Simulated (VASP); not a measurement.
# MgO (F-43m) in VASP: single point with r2SCAN

Aim: the single point of MgO with r2SCAN.

All numbers are computed with VASP 6.6.1; they aren't measurements. Logs are shortened: lines on timing, memory, paths and dates and some standing lists are left out, and cuts for length are marked.

## 1. The cell of the first run

The structure is cubic, space group F-43m (No. 216). The conventional cell has a = 4.471 Å, b = 4.471 Å, c = 4.471 Å, α = 90.00°, β = 90.00°, γ = 90.00°. Mg (site symmetry -43m) has 4 O at 1.94 Å within 2.6 Å. Within 2.6 Å of O (site symmetry -43m) lie 4 Mg at 1.94 Å.

## 2. Single point, r2SCAN (11.17 Å³/atom)

POSCAR reads:

```
MgO
1.0
    0.0000000000      2.2354210462      2.2354210462
    2.2354210462      0.0000000000      2.2354210462
    2.2354210462      2.2354210462      0.0000000000
Mg O
1 1
Direct
    0.0000000000      0.0000000000      0.0000000000
    0.2500000000      0.2500000000      0.2500000000
```

INCAR.step1 reads:

```
ALGO = Normal ; EDIFF = 1E-5
ENCUT = 920 ; GGA = PE
GGA_COMPAT = False ; ISMEAR = 0
LASPH = True ; LCHARG = False
LREAL = False ; LWAVE = True
NBANDS = 15 ; NELM = 120
PREC = Accurate ; SIGMA = 0.01
```

INCAR.step2 reads:

```
ALGO = Normal ; EDIFF = 1E-6
ENCUT = 920 ; GGA_COMPAT = False
ISIF = 2 ; ISMEAR = 0
ISTART = 1 ; LASPH = True
LCHARG = True ; LELF = True
LMIXTAU = True ; LREAL = False
LVHAR = True ; LWAVE = False
METAGGA = R2SCAN ; NBANDS = 15
NELM = 120 ; PREC = Accurate
SIGMA = 0.01
```

KPOINTS reads:

```
k-points
0
Gamma
  8 8 8
```

Potentials or basis: VASP PAW PBE potentials, release 64 (Mg_sv, O).

The run is started by

```bash
$ cat potpaw_PBE.64/Mg_sv/POTCAR potpaw_PBE.64/O/POTCAR > POTCAR
$ cp INCAR.step1 INCAR
$ mpirun -np 1 vasp_std > vasp.out
$ cp INCAR.step2 INCAR
$ mpirun -np 1 vasp_std > vasp.out
```

OUTCAR:

```text
EDIFF = 1E-6
   ENCUT = 920
   ISIF = 2
   ISMEAR = 0
   ISTART = 1
   LASPH = True
   LREAL = False
   METAGGA = R2SCAN
   NELM = 120
   PREC = Accurate

 ion  position               nearest neighbor table
   1  0.000  0.000  0.000-   2 1.94   2 1.94   2 1.94   2 1.94
   2  0.250  0.250  0.250-   1 1.94   1 1.94   1 1.94   1 1.94

  LATTYP: Found a face centered cubic cell.
 ALAT       =     4.4708420924

  Lattice vectors:

 A1 = (   0.0000000000,   2.2354210462,   2.2354210462)
 A2 = (   2.2354210462,   0.0000000000,   2.2354210462)
 A3 = (   2.2354210462,   2.2354210462,   0.0000000000)

Analysis of symmetry for initial positions (statically):
=====================================================================
 Subroutine PRICEL returns:
 Original cell was already a primitive cell.

 Routine SETGRP: Setting up the symmetry group for a
 face centered cubic supercell.

 Subroutine GETGRP returns: Found 24 space group operations
 (whereof 24 operations were pure point group operations)
 out of a pool of 48 trial point group operations.

The static configuration has the point symmetry T_d .

Analysis of symmetry for dynamics (positions and initial velocities):
=====================================================================
 Subroutine PRICEL returns:
 Original cell was already a primitive cell.

 Routine SETGRP: Setting up the symmetry group for a
 face centered cubic supercell.

 Subroutine GETGRP returns: Found 24 space group operations
 (whereof 24 operations were pure point group operations)
 out of a pool of 48 trial point group operations.

The dynamic configuration has the point symmetry T_d .

 Subroutine INISYM returns: Found 24 space group operations
 (whereof 24 operations are pure point group operations),
 and found     1 'primitive' translations

----------------------------------------------------------------------------------------

                                     Primitive cell

  volume of cell :      22.3413

  direct lattice vectors                    reciprocal lattice vectors
     0.000000000  2.235421046  2.235421046    -0.223671510  0.223671510  0.223671510
     2.235421046  0.000000000  2.235421046     0.223671510 -0.223671510  0.223671510
     2.235421046  2.235421046  0.000000000     0.223671510  0.223671510 -0.223671510

  length of vectors
     3.161362761  3.161362761  3.161362761     0.387410419  0.387410419  0.387410419

  position of ions in fractional coordinates (direct lattice)
     0.000000000  0.000000000  0.000000000
     0.250000000  0.250000000  0.250000000

  ion indices of the primitive-cell ions
   primitive index   ion index
                 1           1
                 2           2

----------------------------------------------------------------------------------------

 KPOINTS: k-points

Automatic generation of k-mesh.
 Grid dimensions read from file:
 generate k-points for:    8    8    8

 Generating k-lattice:

  Cartesian coordinates                     Fractional coordinates (reciprocal lattice)
    -0.027958939  0.027958939  0.027958939     0.125000000  0.000000000  0.000000000
     0.027958939 -0.027958939  0.027958939     0.000000000  0.125000000  0.000000000
     0.027958939  0.027958939 -0.027958939     0.000000000  0.000000000  0.125000000

  Length of vectors
     0.048426302  0.048426302  0.048426302

  Shift w.r.t. Gamma in fractional coordinates (k-lattice)
     0.000000000  0.000000000  0.000000000

 Subroutine IBZKPT returns following result:
 ===========================================

 Found     29 irreducible k-points:

 Following reciprocal coordinates:
            Coordinates               Weight
  0.000000  0.000000  0.000000      1.000000
  0.125000  0.000000  0.000000      8.000000
  0.250000  0.000000  0.000000      8.000000
  0.375000  0.000000  0.000000      8.000000
  0.500000  0.000000  0.000000      4.000000
  0.125000  0.125000  0.000000      6.000000
[... 16 lines left out ...]
  0.500000  0.250000  0.125000     48.000000
 -0.375000  0.250000  0.125000     24.000000
 [... further k-points ...]
   k-points           NKPTS =     29   k-points in BZ     NKDIM =     29   number of bands    NBANDS=     15
   number of dos      NEDOS =    301   number of ions     NIONS =      2
   total plane-waves  NPLWV =  32768
   dimension x,y,z NGX =    32 NGY =   32 NGZ =   32
   dimension x,y,z NGXF=    64 NGYF=   64 NGZF=   64
   ions per type =               1   1
   NGX,Y,Z   is equivalent  to a cutoff of  16.83, 16.83, 16.83 a.u.
   NGXF,Y,Z  is equivalent  to a cutoff of  33.66, 33.66, 33.66 a.u.
 SYSTEM =  unknown system
   PREC   = accura    normal or accurate (medium, high low for compatibility)
   ISTART =      1    job   : 0-new  1-cont  2-samecut
   ICHARG =      0    charge: 1-file 2-atom 10-const
   ISPIN  =      1    spin polarized calculation?
   LNONCOLLINEAR =      F non collinear calculations
   LSORBIT =      F    spin-orbit coupling
   LASPH  =      T    aspherical Exc in radial PAW
   ENCUT  =  920.0 eV  67.62 Ry    8.22 a.u.   7.82  7.82  7.82*2*pi/ulx,y,z
   NELM   =    120;   NELMIN=  2; NELMDL=  0     # of ELM steps
   EDIFF  = 0.1E-05   stopping-criterion for ELM
   LREAL  =      F    real-space projection
   EDIFFG = 0.1E-04   stopping-criterion for IOM
   NSW    =      0    number of steps for IOM
   IBRION =     -1    ionic relax: 0-MD 1-quasi-New 2-CG
   NFREE  =      0    steps in history (QN), initial steepest desc. (CG)
   ISIF   =      2    stress and relaxation
   ISYM   =      2    0-nonsym 1-usesym 2-fastsym
   POTIM  = 0.5000    time-step for ionic-motion
   TEBEG  =    0.0;   TEEND  =   0.0 temperature during run
   PSTRESS=    0.0 pullay stress
   NELECT =      16.0000    total number of electrons
   NUPDOWN=      -1.0000    fix difference up-down
   EMIN   =  10.00;   EMAX   =-10.00  energy-range for DOS
   EFERMI =   0.00;   METHOD = LEGACY
   ISMEAR =     0;   SIGMA  =   0.01  broadening in eV -4-tet -1-fermi 0-gaus
   EFERMI_NEDOS =   21; number of points for ismear=-14 and -15
   IALGO  =     38    algorithm
   IMIX   =      4    mixing-type and parameters
     AMIX     =   0.40;   BMIX     =  1.00
     AMIX_MAG =   1.60;   BMIX_MAG =  1.00
  volume/ion in A,a.u.               =      11.17        75.38
  Fermi-wavevector in a.u.,A,eV,Ry     =   1.464689  2.767861 29.188777  2.145315
  Thomas-Fermi vector in A             =   2.580635
   LORBIT       =      0    0 simple, 1 ext, 2 COOP (PROOUT), +10 PAW based schemes
   METAGGA = R2SCAN    functional components
   LHFCALC =     F    Hartree Fock is set to
   AEXX    =    0.0000 exact exchange contribution
   IVDW    =     0    specifies the selected vdW correction
   LEPSILON=     F    determine dielectric tensor
   LRPA    =     F    only Hartree local field effects (RPA)
 non-spin polarized calculation
 Gauss-broadening in eV      SIGMA  =   0.01
  energy-cutoff  :      920.00
  volume of cell :       22.34
 maximum number of plane-waves:      1428
   NGX = 15   NGY = 15   NGZ = 15

 number of electron      16.0000001 magnetization

 Free energy of the ion-electron system (eV)
  ---------------------------------------------------
  ext. energy  EPLUGINS =         0.00000000
  ---------------------------------------------------
  free energy    TOTEN  =       -15.80275583 eV

  energy without entropy =      -15.80275583  energy(sigma->0) =      -15.80275583

 E-fermi :   0.5445     XC(G=0): -10.8223

 val. band max:        0.4477830870   @ k =   0.0000   0.0000   0.0000
 cond. band min:       5.1657059837   @ k =   0.0000   0.0000   0.0000
 fundamental gap:      4.7179228967
 Fermi energy:         0.5445493270

 k-point     1 :       0.0000    0.0000    0.0000
  band No.  band energies     occupation
      1     -73.3952      2.00000
      2     -38.5013      2.00000
      3     -38.5013      2.00000
      4     -38.5013      2.00000
      5     -16.5546      2.00000
      6       0.4478      2.00000
      7       0.4478      2.00000
      8       0.4478      2.00000
      9       5.1657      0.00000
     10      19.1395      0.00000
     11      19.1395      0.00000
     12      19.1395      0.00000
     13      22.4808      0.00000
     14      22.4808      0.00000
     15      22.7361      0.00000

 k-point     2 :       0.1250    0.0000    0.0000
  band No.  band energies     occupation
      1     -73.3946      2.00000
      2     -38.5098      2.00000
      3     -38.5024      2.00000
      4     -38.5024      2.00000
      5     -16.4504      2.00000
      6      -0.2306      2.00000
      7       0.4204      2.00000
      8       0.4204      2.00000
      9       5.9823      0.00000
     10      17.7109      0.00000
     11      18.9933      0.00000
     12      18.9933      0.00000
     13      20.9097      0.00000
     14      20.9097      0.00000
     15      22.0256      0.00000

 k-point     3 :       0.2500    0.0000    0.0000
  band No.  band energies     occupation
      1     -73.3930      2.00000
      2     -38.5301      2.00000
      3     -38.5052      2.00000
      4     -38.5052      2.00000
      5     -16.1899      2.00000
      6      -1.4313      2.00000
      7       0.3555      2.00000
      8       0.3555      2.00000
      9       7.5902      0.00000
     10      15.2555      0.00000
     11      17.8362      0.00000
     12      17.8362      0.00000
     13      21.6141      0.00000
     14      21.6141      0.00000
     15      21.6601      0.00000

 k-point     4 :       0.3750    0.0000    0.0000
  band No.  band energies     occupation
      1     -73.3916      2.00000
      2     -38.5504      2.00000
      3     -38.5079      2.00000
      4     -38.5079      2.00000
      5     -15.9149      2.00000
      6      -2.3687      2.00000
      7       0.2920      2.00000
      8       0.2920      2.00000
      9       9.2588      0.00000
     10      13.0196      0.00000
     11      16.8565      0.00000
     12      16.8565      0.00000
     13      21.9383      0.00000
     14      23.3771      0.00000
     15      23.3771      0.00000
[... 307 lines left out ...]
 k-point    22 :       0.3750    0.2500    0.1250
  band No.  band energies     occupation
      1     -73.3919      2.00000
      2     -38.5364      2.00000
      3     -38.5147      2.00000
      4     -38.5086      2.00000
      5     -15.9963      2.00000
      6      -1.6280      2.00000
      7      -0.1707      2.00000
      8       0.2174      2.00000
      9       8.4311      0.00000
     10      14.1555      0.00000
     11      16.2640      0.00000
     12      17.9441      0.00000
     13      20.1147      0.00000
     14      24.0218      0.00000
     15      25.5042      0.00000

 k-point    23 :       0.5000    0.2500    0.1250
  band No.  band energies     occupation
      1     -73.3907      2.00000
      2     -38.5477      2.00000
      3     -38.5208      2.00000
      4     -38.5117      2.00000
      5     -15.7758      2.00000
      6      -2.0524      2.00000
      7      -0.4820      2.00000
      8       0.0941      2.00000
      9       9.5012      0.00000
     10      12.8492      0.00000
     11      15.7453      0.00000
     12      17.3771      0.00000
     13      21.3997      0.00000
     14      24.2664      0.00000
     15      26.1563      0.00000

 k-point    24 :      -0.3750    0.2500    0.1250
  band No.  band energies     occupation
      1     -73.3903      2.00000
      2     -38.5525      2.00000
      3     -38.5229      2.00000
      4     -38.5133      2.00000
      5     -15.6819      2.00000
      6      -2.2185      2.00000
      7      -0.5877      2.00000
      8       0.0208      2.00000
      9      10.0772      0.00000
     10      12.1512      0.00000
     11      15.6853      0.00000
     12      17.1816      0.00000
     13      22.5238      0.00000
     14      23.5416      0.00000
     15      26.7368      0.00000

 [... further k-points ...]

------------------------ aborting loop because EDIFF is reached ----------------------------------------

  FORCE on cell =-STRESS in cart. coord.  units (eV):
  Direction    XX          YY          ZZ          XY          YZ          ZX
  --------------------------------------------------------------------------------------
  -------------------------------------------------------------------------------------
  Total        1.3171645      1.3171645      1.3171645      0.0000000     -0.0000000      0.0000000
  in kB       94.4588352     94.4588352     94.4588352      0.0000000     -0.0000000      0.0000000
  external PRESSURE =      94.4588352 kB  Pullay stress =       0.0000000 kB

 VOLUME and BASIS-vectors are now :
 -----------------------------------------------------------------------------
  energy-cutoff  :      920.00
  volume of cell :       22.34
      direct lattice vectors                 reciprocal lattice vectors
     0.000000000  2.235421046  2.235421046    -0.223671510  0.223671510  0.223671510
     2.235421046  0.000000000  2.235421046     0.223671510 -0.223671510  0.223671510
     2.235421046  2.235421046  0.000000000     0.223671510  0.223671510 -0.223671510

 POSITION                                       TOTAL-FORCE (eV/Angst)
 -----------------------------------------------------------------------------------
      0.00000      0.00000      0.00000         0.000000      0.000000      0.000000
      1.11771      1.11771      1.11771        -0.000000     -0.000000     -0.000000
 -----------------------------------------------------------------------------------
    total drift:                                0.000000      0.000000      0.000000

  FREE ENERGIE OF THE ION-ELECTRON SYSTEM (eV)
  ---------------------------------------------------
  free  energy   TOTEN  =       -15.8027558310 eV

  energy  without entropy=      -15.8027558310  energy(sigma->0) =      -15.80275583
```

Run time: 57 s. Hardware: 1 thread of Intel Xeon Platinum 8259CL at 2.50GHz (Skylake/Cascade Lake), shared host; peak memory 0.19 GiB.

What came out:

| Quantity | Value |
| --- | --- |
| Free energy | -15.8028 eV |
| Pressure | 9.4 GPa |
| Band gap on the k mesh | 4.72 eV |

Levels at points of the mesh, in eV from the valence-band top:
| k point | band 6 | band 7 | band 8 | band 9 | band 10 | band 11 |
| --- | --- | --- | --- | --- | --- | --- |
| (0.00, 0.00, 0.00) | 0.00 | 0.00 | 0.00 | 4.72 | 18.69 | 18.69 |
| (0.50, 0.00, 0.00) | -3.16 | -0.18 | -0.18 | 10.11 | 11.06 | 16.07 |
| (0.50, 0.50, 0.00) | -2.64 | -0.76 | -0.76 | 7.13 | 12.85 | 16.34 |

Caveat: the cell stands under pressure; the structure was generated, so it needn't be the stable form of MgO; the PAW data sets were made with another functional, which shifts forces and pressure a little.
